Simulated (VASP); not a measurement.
# AlN: vibrations by perturbation theory with PBE

The system is AlN.

```
Al N
1.0
     3.13020    0.00000    0.00000
    -1.56510    2.71084    0.00000
     0.00000    0.00000    5.01802
Al N
2 2
Direct
  0.66667 0.33333 0.49923
  0.33333 0.66667 0.99923
  0.66667 0.33333 0.88077
  0.33333 0.66667 0.38077
```

- Program: VASP 6.6.1
- Task: vibrations by perturbation theory
- Functional: PBE
- Potentials or basis: VASP PAW PBE potentials, release 64 (Al, N)
- Cutoff: 520 eV
- k mesh: 6 × 6 × 4
- Occupations: gaussian, width 0.01 eV
- Spin: no spin polarisation
- Dipole correction: no
- Further INCAR settings: ALGO = Normal; EDIFF = 1e-08; IBRION = 8; NSW = 1

```yaml
Electronic_dielectric_tensor_diagonal: 4.53, 4.53, 4.70
Born_charges_mean_of_the_diagonal: Al +2.57; N -2.57 e
Highest_phonon_frequency_at_Γ_LO-TO_splitting_left_out: 707 cm⁻¹
```

Phonon frequencies in cm⁻¹ (negative: imaginary):
```
              q point                                frequencies
(0.000, 0.000, 0.000)  0 0 0 237 237 536 595 636 636 649 649 707
```

Electronic dielectric tensor:
```
4.53 0.00 0.00
0.00 4.53 0.00
0.00 0.00 4.70
```

Born effective charge tensors (e):
atom 1, Al
```
2.52 0.00 0.00
0.00 2.52 0.00
0.00 0.00 2.68
```
atom 2, Al
```
2.52 0.00 0.00
0.00 2.52 0.00
0.00 0.00 2.68
```
atom 3, N
```
-2.52  0.00  0.00
 0.00 -2.52  0.00
 0.00  0.00 -2.68
```
atom 4, N
```
-2.52  0.00  0.00
 0.00 -2.52  0.00
 0.00  0.00 -2.68
```

It took 2.2 min on 1 thread of Intel(R) Xeon(R) Platinum 8488C (Sapphire Rapids) (shared host), peak memory 0.24 GiB.

Caveat: the k points lie up to 0.39 Å⁻¹ apart.
